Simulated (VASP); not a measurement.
Wanted: the native input for a VASP 6.6.1 run.

| Quantity | Value |
| --- | --- |
| Task | single point |
| Functional | PBEsol |
| Potentials or basis | VASP PAW PBE potentials, release 64 (Ba_sv, Ti_sv, O) |
| Cutoff | 520 eV |
| k mesh | 8 × 8 × 8 |
| Occupations | fermi-dirac, width 0.05 eV |
| Spin | no spin polarisation |
| Dipole correction | no |
| k mesh for the DOS | 12 × 12 × 12 |
| Occupations for the DOS | tetrahedron |
| Further INCAR settings | ALGO = Normal; EDIFF = 1e-06; NBANDS = 28 |

The system is BaTiO3.

```xyz
5
Lattice="3.9841 0.0000 0.0000 0.0000 2.8371 2.8458 0.0000 -2.8371 2.8458" Properties=species:S:1:pos:R:3 pbc="T T T"
Ba    0.0000    0.0000    0.0000
Ti    1.9921    0.0000    2.8908
O     0.0000    0.0000    2.8008
O     1.9921   -1.3936    4.2579
O     1.9921    1.3936    4.2579
```

One way to write it, as run:

POSCAR

```
BaTiO3
1.0
    3.9841000000      0.0000000000      0.0000000000
    0.0000000000      2.8370500000      2.8458000000
    0.0000000000     -2.8370500000      2.8458000000
Ba Ti O
1 1 3
Direct
    0.0000000000      0.0000000000      0.0000000000
    0.5000000000      0.5079000000      0.5079000000
    0.0000000000      0.4921000000      0.4921000000
    0.5000000000      0.5025100000      0.9937100000
    0.5000000000      0.9937100000      0.5025100000
```

INCAR.step1

```
PREC     = Accurate       # precision mode
ENCUT    = 520            # plane-wave cutoff, eV
EDIFF    = 1E-6           # SCF threshold, eV
ISMEAR   = -1             # smearing method
SIGMA    = 0.05           # smearing width, eV
LREAL    = F              # projectors in reciprocal space
LASPH    = T              # aspherical terms in the spheres
NELM     = 80             # most SCF steps
ALGO     = Normal         # electronic algorithm
ISIF     = 2              # what is computed and relaxed
LWAVE    = F              # write WAVECAR
LCHARG   = T              # write CHGCAR
LMAXMIX  = 4              # l up to which the mixer works
GGA      = PS             # functional
NBANDS   = 28             # bands
```

KPOINTS.step1

```
Automatic mesh
0
Gamma
  8 8 8
```

INCAR.step2

```
PREC     = Accurate       # precision mode
ENCUT    = 520            # plane-wave cutoff, eV
EDIFF    = 1E-6           # SCF threshold, eV
ISMEAR   = -5             # smearing method
SIGMA    = 0.05           # smearing width, eV
LREAL    = F              # projectors in reciprocal space
LASPH    = T              # aspherical terms in the spheres
NELM     = 80             # most SCF steps
ALGO     = Normal         # electronic algorithm
ISIF     = 2              # what is computed and relaxed
LWAVE    = F              # write WAVECAR
LCHARG   = F              # write CHGCAR
LMAXMIX  = 4              # l up to which the mixer works
GGA      = PS             # functional
LORBIT   = 10             # projections on sites
NBANDS   = 28             # bands
NEDOS    = 2001           # points of the DOS
ICHARG   = 11             # starting density
```

KPOINTS.step2

```
Automatic mesh
0
Gamma
  12 12 12
```

Potentials or basis: VASP PAW PBE potentials, release 64 (Ba_sv, Ti_sv, O).

Command:

```bash
$ cat potpaw_PBE.64/Ba_sv/POTCAR potpaw_PBE.64/Ti_sv/POTCAR potpaw_PBE.64/O/POTCAR > POTCAR
$ cp INCAR.step1 INCAR
$ cp KPOINTS.step1 KPOINTS
$ mpirun -np 1 vasp_std > vasp.out
$ cp INCAR.step2 INCAR
$ cp KPOINTS.step2 KPOINTS
$ mpirun -np 1 vasp_std > vasp.out
```

It gave:

The valence electrons inside the program's atomic spheres are Ba 7.97; Ti 10.20; O 5.01, 5.00 (each value once).

Run time: 8.3 min on 1 thread of Intel Xeon 8259CL, with other jobs on the host, peak memory 0.58 GiB.
